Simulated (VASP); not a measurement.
# Pt in VASP: single point with LDA

Aim: the single point of Pt with LDA.

Program: VASP 6.6.1. These are calculated values, not measurements. Logs are shortened: lines on timing, memory, paths and dates and some standing lists are left out, and cuts for length are marked.

**1. The cell of the first run**

The cell holds a slab with vacuum, 4 atoms: a = 2.753 Å, b = 2.753 Å, c = 21.841 Å, α = 90.00°, β = 90.00°, γ = 90.00°.

**2. Single point, LDA**

File POSCAR:

```
Pt
1.0
    2.7533987118      0.0000000000      0.0000000000
    0.0000000000      2.7533987118      0.0000000000
    0.0000000000      0.0000000000     21.8408000000
Pt
4
Direct
    0.2500000000      0.2500000000      0.3662860174
    0.7500000000      0.7500000000      0.4554286721
    0.2500000000      0.2500000000      0.5445713273
    0.7500000000      0.7500000000      0.6337139826
```

File INCAR.step1:

```
SYSTEM = Pt
  PREC = Accurate
  ENCUT = 520
  EDIFF = 1E-6
  ISMEAR = -1
  SIGMA = 0.05
  LREAL = .False.
  LASPH = .True.
  NELM = 60
  ALGO = Normal
  ISIF = 2
  LWAVE = .False.
  LCHARG = .True.
  LMAXMIX = 4
  LDIPOL = .True.
  IDIPOL = 3
  DIPOL = 0.5 0.5 0.500
  GGA = CA
  NBANDS = 28
```

File KPOINTS.step1:

```
regular mesh
0
Gamma
  15 15 1
  0 0 0
```

File INCAR.step2:

```
SYSTEM = Pt
  PREC = Accurate
  ENCUT = 520
  EDIFF = 1E-6
  ISMEAR = -5
  SIGMA = 0.05
  LREAL = .False.
  LASPH = .True.
  NELM = 60
  ALGO = Normal
  ISIF = 2
  LWAVE = .False.
  LCHARG = .False.
  LMAXMIX = 4
  LDIPOL = .True.
  IDIPOL = 3
  DIPOL = 0.5 0.5 0.500
  GGA = CA
  LORBIT = 11
  NEDOS = 1001
  ICHARG = 11
```

File KPOINTS.step2:

```
regular mesh
0
Gamma
  23 23 1
  0 0 0
```

Potentials or basis: VASP PAW LDA potentials, release 64 (Pt).

On the command line:

```console
cat potpaw_LDA.64/Pt/POTCAR > POTCAR
cp INCAR.step1 INCAR
cp KPOINTS.step1 KPOINTS
mpirun -np 1 vasp_std > vasp.out
cp INCAR.step2 INCAR
cp KPOINTS.step2 KPOINTS
mpirun -np 1 vasp_std > vasp.out
```

OUTCAR:

```text
SYSTEM = Pt
   PREC = Accurate
   ENCUT = 520
   EDIFF = 1E-6
   ISMEAR = -5
   LREAL = .False.
   LASPH = .True.
   NELM = 60
   ISIF = 2
   GGA = CA
   LORBIT = 11
   ICHARG = 11

 ion  position               nearest neighbor table
   1  0.250  0.250  0.366-   2 2.75   2 2.75   2 2.75   2 2.75
   2  0.750  0.750  0.455-   1 2.75   1 2.75   1 2.75   1 2.75   3 2.75   3 2.75   3 2.75   3 2.75

   3  0.250  0.250  0.545-   2 2.75   2 2.75   2 2.75   2 2.75   4 2.75   4 2.75   4 2.75   4 2.75

   4  0.750  0.750  0.634-   3 2.75   3 2.75   3 2.75   3 2.75

  LATTYP: Found a simple tetragonal cell.
 ALAT       =     2.7533987118
 C/A-ratio  =     7.9323055925

  Lattice vectors:

 A1 = (   2.7533987118,   0.0000000000,   0.0000000000)
 A2 = (   0.0000000000,   2.7533987118,   0.0000000000)
 A3 = (   0.0000000000,   0.0000000000,  21.8408000000)

Analysis of symmetry for initial positions (statically):
=====================================================================
 Subroutine PRICEL returns:
 Original cell was already a primitive cell.

 Routine SETGRP: Setting up the symmetry group for a
 simple tetragonal supercell.

 Subroutine GETGRP returns: Found 16 space group operations
 (whereof  4 operations were pure point group operations)
 out of a pool of 16 trial point group operations.

The static configuration has the point symmetry C_2h.
 The point group associated with its full space group is D_4h.

Analysis of symmetry for dynamics (positions and initial velocities):
=====================================================================
 Subroutine PRICEL returns:
 Original cell was already a primitive cell.

 Routine SETGRP: Setting up the symmetry group for a
 simple tetragonal supercell.

 Subroutine GETGRP returns: Found 16 space group operations
 (whereof  4 operations were pure point group operations)
 out of a pool of 16 trial point group operations.

The dynamic configuration has the point symmetry C_2h.
 The point group associated with its full space group is D_4h.

 Subroutine INISYM returns: Found 16 space group operations
 (whereof  4 operations are pure point group operations),
 and found     1 'primitive' translations

----------------------------------------------------------------------------------------

                                     Primitive cell

  volume of cell :     165.5796

  direct lattice vectors                    reciprocal lattice vectors
     2.753398712  0.000000000  0.000000000     0.363187502  0.000000000  0.000000000
     0.000000000  2.753398712  0.000000000     0.000000000  0.363187502  0.000000000
     0.000000000  0.000000000 21.840800000     0.000000000  0.000000000  0.045785869

  length of vectors
     2.753398712  2.753398712 21.840800000     0.363187502  0.363187502  0.045785869

  position of ions in fractional coordinates (direct lattice)
     0.250000000  0.250000000  0.366286017
     0.750000000  0.750000000  0.455428672
     0.250000000  0.250000000  0.544571327
     0.750000000  0.750000000  0.633713983

  ion indices of the primitive-cell ions
   primitive index   ion index
                 1           1
                 2           2
                 3           3
                 4           4

----------------------------------------------------------------------------------------

 KPOINTS: regular mesh

Automatic generation of k-mesh.
 Grid dimensions read from file:
 generate k-points for:   23   23    1

 Generating k-lattice:

  Cartesian coordinates                     Fractional coordinates (reciprocal lattice)
     0.015790761  0.000000000  0.000000000     0.043478261  0.000000000  0.000000000
     0.000000000  0.015790761  0.000000000     0.000000000  0.043478261  0.000000000
     0.000000000  0.000000000  0.045785869     0.000000000  0.000000000  1.000000000

  Length of vectors
     0.015790761  0.015790761  0.045785869

  Shift w.r.t. Gamma in fractional coordinates (k-lattice)
     0.000000000  0.000000000  0.000000000

 TETIRR: Found    769 inequivalent tetrahedra from     3174

 Subroutine IBZKPT returns following result:
 ===========================================

 Found     78 irreducible k-points:

 Following reciprocal coordinates:
            Coordinates               Weight
  0.000000  0.000000  0.000000      1.000000
  0.043478  0.000000  0.000000      4.000000
  0.086957  0.000000  0.000000      4.000000
  0.130435  0.000000  0.000000      4.000000
  0.173913  0.000000  0.000000      4.000000
  0.217391  0.000000  0.000000      4.000000
[... 16 lines left out ...]
  0.478261  0.043478  0.000000      8.000000
  0.086957  0.086957  0.000000      4.000000
 [... further k-points ...]
   k-points           NKPTS =     78   k-points in BZ     NKDIM =     78   number of bands    NBANDS=     24
   number of dos      NEDOS =   1001   number of ions     NIONS =      4
   total plane-waves  NPLWV =  64800
   dimension x,y,z NGX =    20 NGY =   20 NGZ =  162
   dimension x,y,z NGXF=    40 NGYF=   40 NGZF=  324
   ions per type =               4
   NGX,Y,Z   is equivalent  to a cutoff of  12.08, 12.08, 12.33 a.u.
   NGXF,Y,Z  is equivalent  to a cutoff of  24.15, 24.15, 24.66 a.u.
 SYSTEM =  Pt
   PREC   = accura    normal or accurate (medium, high low for compatibility)
   ISTART =      0    job   : 0-new  1-cont  2-samecut
   ICHARG =     11    charge: 1-file 2-atom 10-const
   ISPIN  =      1    spin polarized calculation?
   LNONCOLLINEAR =      F non collinear calculations
   LSORBIT =      F    spin-orbit coupling
   LASPH  =      T    aspherical Exc in radial PAW
   ENCUT  =  520.0 eV  38.22 Ry    6.18 a.u.   5.12  5.12 40.61*2*pi/ulx,y,z
   NELM   =     60;   NELMIN=  2; NELMDL=  0     # of ELM steps
   EDIFF  = 0.1E-05   stopping-criterion for ELM
   LREAL  =      F    real-space projection
   EDIFFG = 0.1E-04   stopping-criterion for IOM
   NSW    =      0    number of steps for IOM
   IBRION =     -1    ionic relax: 0-MD 1-quasi-New 2-CG
   NFREE  =      0    steps in history (QN), initial steepest desc. (CG)
   ISIF   =      2    stress and relaxation
   ISYM   =      2    0-nonsym 1-usesym 2-fastsym
   POTIM  = 0.5000    time-step for ionic-motion
   TEBEG  =    0.0;   TEEND  =   0.0 temperature during run
   PSTRESS=    0.0 pullay stress
   NELECT =      40.0000    total number of electrons
   NUPDOWN=      -1.0000    fix difference up-down
   EMIN   =  10.00;   EMAX   =-10.00  energy-range for DOS
   EFERMI =   0.00;   METHOD = LEGACY
   ISMEAR =    -5;   SIGMA  =   0.05  broadening in eV -4-tet -1-fermi 0-gaus
   EFERMI_NEDOS =   21; number of points for ismear=-14 and -15
   IALGO  =     38    algorithm
   IMIX   =      4    mixing-type and parameters
     AMIX     =   0.40;   BMIX     =  1.00
     AMIX_MAG =   1.60;   BMIX_MAG =  1.00
  volume/ion in A,a.u.               =      41.39       279.35
  Fermi-wavevector in a.u.,A,eV,Ry     =   1.019591  1.926747 14.144146  1.039565
  Thomas-Fermi vector in A             =   2.153113
   LORBIT       =     11    0 simple, 1 ext, 2 COOP (PROOUT), +10 PAW based schemes
   GGA     = CA    functional components
   LHFCALC =     F    Hartree Fock is set to
   AEXX    =    0.0000 exact exchange contribution
   IVDW    =     0    specifies the selected vdW correction
   LEPSILON=     F    determine dielectric tensor
   LRPA    =     F    only Hartree local field effects (RPA)
 non-spin polarized calculation
 Fermi weights with tetrahedron method with Bloechl corrections
  energy-cutoff  :      520.00
  volume of cell :      165.58
 maximum number of plane-waves:      4496

 number of electron      40.0000000 magnetization

 dipolmoment           0.000000      0.000000     -0.000000 electrons x Angstroem

 Free energy of the ion-electron system (eV)
  ---------------------------------------------------
  ext. energy  EPLUGINS =         0.00000000
  ---------------------------------------------------
  free energy    TOTEN  =       -27.73844687 eV

  energy without entropy =      -27.73844687  energy(sigma->0) =      -27.73844687

 E-fermi :   0.2017     XC(G=0):  -5.8962

 val. band max:        0.2371613352   @ k =   0.4348   0.0000   0.0000
 cond. band min:       0.1882336355   @ k =   0.3043   0.0870   0.0000
 fundamental gap:     -0.0489276998
 Fermi energy:         0.2017123947

 k-point     1 :       0.0000    0.0000    0.0000
  band No.  band energies     occupation
      1      -9.5146      2.00000
      2      -7.6816      2.00000
      3      -6.5894      2.00000
      4      -6.3283      2.00000
      5      -6.1613      2.00000
      6      -5.3968      2.00000
[... 16 lines left out ...]
     23       0.4670      0.00000
     24       0.4670      0.00000

 k-point     2 :       0.0435    0.0000    0.0000
  band No.  band energies     occupation
      1      -9.4652      2.00000
      2      -7.6392      2.00000
      3      -6.5504      2.00000
      4      -6.2967      2.00000
      5      -6.1185      2.00000
      6      -5.3719      2.00000
[... 16 lines left out ...]
     23       0.4973      0.00000
     24       0.6309      0.00000

 k-point     3 :       0.0870    0.0000    0.0000
  band No.  band energies     occupation
      1      -9.3195      2.00000
      2      -7.5190      2.00000
      3      -6.4466      2.00000
      4      -6.1921      2.00000
      5      -6.0074      2.00000
      6      -5.2844      2.00000
[... 16 lines left out ...]
     23       0.5390      0.00000
     24       1.0608      0.00000

 k-point     4 :       0.1304    0.0000    0.0000
  band No.  band energies     occupation
      1      -9.0850      2.00000
      2      -7.3427      2.00000
      3      -6.3092      2.00000
      4      -5.9942      2.00000
      5      -5.8805      2.00000
      6      -5.0953      2.00000
[... 16 lines left out ...]
     23       0.5507      0.00000
     24       1.5490      0.00000

 k-point     5 :       0.1739    0.0000    0.0000
  band No.  band energies     occupation
      1      -8.7749      2.00000
      2      -7.1471      2.00000
      3      -6.1542      2.00000
      4      -5.7950      2.00000
      5      -5.7059      2.00000
      6      -4.7726      2.00000
[... 16 lines left out ...]
     23       0.5229      0.00000
     24       2.0554      0.00000

 k-point     6 :       0.2174    0.0000    0.0000
  band No.  band energies     occupation
      1      -8.4089      2.00000
      2      -6.9758      2.00000
      3      -5.9839      2.00000
      4      -5.7639      2.00000
      5      -5.3555      2.00000
      6      -4.3491      2.00000
[... 16 lines left out ...]
     23       0.4560      0.00000
     24       2.5653      0.00000
[... 379 lines left out ...]
 k-point    21 :       0.3913    0.0435    0.0000
  band No.  band energies     occupation
      1      -7.0184      2.00000
      2      -6.7608      2.00000
      3      -5.7022      2.00000
      4      -5.3626      2.00000
      5      -4.3638      2.00000
      6      -3.8493      2.00000
[... 16 lines left out ...]
     23       1.5721      0.00000
     24       4.0829      0.00000

 k-point    22 :       0.4348    0.0435    0.0000
  band No.  band energies     occupation
      1      -6.8920      2.00000
      2      -6.7841      2.00000
      3      -5.6001      2.00000
      4      -5.3430      2.00000
      5      -4.2510      2.00000
      6      -3.8694      2.00000
[... 16 lines left out ...]
     23       1.8491      0.00000
     24       3.3388      0.00000

 k-point    23 :       0.4783    0.0435    0.0000
  band No.  band energies     occupation
      1      -6.8355      2.00000
      2      -6.8072      2.00000
      3      -5.4832      2.00000
      4      -5.3893      2.00000
      5      -4.1076      2.00000
      6      -3.9605      2.00000
[... 16 lines left out ...]
     23       1.8675      0.00000
     24       2.5339      0.00000

 k-point    24 :       0.0870    0.0870    0.0000
  band No.  band energies     occupation
      1      -9.1243      2.00000
      2      -7.3470      2.00000
      3      -6.2800      2.00000
      4      -6.0839      2.00000
      5      -5.8185      2.00000
      6      -5.2117      2.00000
[... 16 lines left out ...]
     23       0.4390      0.00000
     24       1.5618      0.00000

 [... further k-points ...]

------------------------ aborting loop because EDIFF is reached ----------------------------------------

 vacuum level on the upper side and lower side of the slab       (xc-potential included)        -0.072        -0.072

  FORCE on cell =-STRESS in cart. coord.  units (eV):
  Direction    XX          YY          ZZ          XY          YZ          ZX
  --------------------------------------------------------------------------------------
  -------------------------------------------------------------------------------------
  Total       -5.1356039     -5.1356039     -2.2804317      0.0000000      0.0000000     -0.0000000
  in kB      -49.6930153    -49.6930153    -22.0658623      0.0000000      0.0000000     -0.0000000
  external PRESSURE =     -40.4839643 kB  Pullay stress =       0.0000000 kB

 VOLUME and BASIS-vectors are now :
 -----------------------------------------------------------------------------
  energy-cutoff  :      520.00
  volume of cell :      165.58
      direct lattice vectors                 reciprocal lattice vectors
     2.753398712  0.000000000  0.000000000     0.363187502  0.000000000  0.000000000
     0.000000000  2.753398712  0.000000000     0.000000000  0.363187502  0.000000000
     0.000000000  0.000000000 21.840800000     0.000000000  0.000000000  0.045785869

 POSITION                                       TOTAL-FORCE (eV/Angst)
 -----------------------------------------------------------------------------------
      0.68835      0.68835      7.99998         0.000000      0.000000      0.464360
      2.06505      2.06505      9.94693         0.000000     -0.000000     -0.253533
      0.68835      0.68835     11.89387         0.000000      0.000000      0.253533
      2.06505      2.06505     13.84082        -0.000000      0.000000     -0.464360
 -----------------------------------------------------------------------------------
    total drift:                               -0.000000     -0.000000     -0.000009

  FREE ENERGIE OF THE ION-ELECTRON SYSTEM (eV)
  ---------------------------------------------------
  free  energy   TOTEN  =       -27.7384468698 eV

  energy  without entropy=      -27.7384468698  energy(sigma->0) =      -27.73844687

 vacuum level on the upper side and lower side of the slab         6.156         6.156

 total charge

# of ion       s       p       d       tot
------------------------------------------
    1        0.635   0.430   8.046   9.111
    2        0.645   0.630   8.049   9.324
    3        0.645   0.630   8.049   9.324
    4        0.635   0.430   8.046   9.111
--------------------------------------------------
tot          2.560   2.120  32.191  36.871
```

Run time: 1.9 min. Hardware: 1 thread of Intel Xeon 6975P-C (Granite Rapids), shared host; peak memory 0.34 GiB.

Results:

```yaml
Valence_electrons_inside_the_program's_atomic_spheres: Pt 9.11, 9.32 (each value once)
```

Levels at points of the mesh, in eV from the Fermi level:
| k point | band 17 | band 18 | band 19 | band 20 | band 21 | band 22 | band 23 | band 24 |
| --- | --- | --- | --- | --- | --- | --- | --- | --- |
| (0.00, 0.00, 0.00) | -0.77 | -0.72 | -0.72 | -0.04 | 0.16 | 0.21 | 0.27 | 0.27 |

Caveat: spin-orbit coupling is left out, which moves the levels of the heavy elements; tetrahedron occupations give inexact forces and stress in metals.
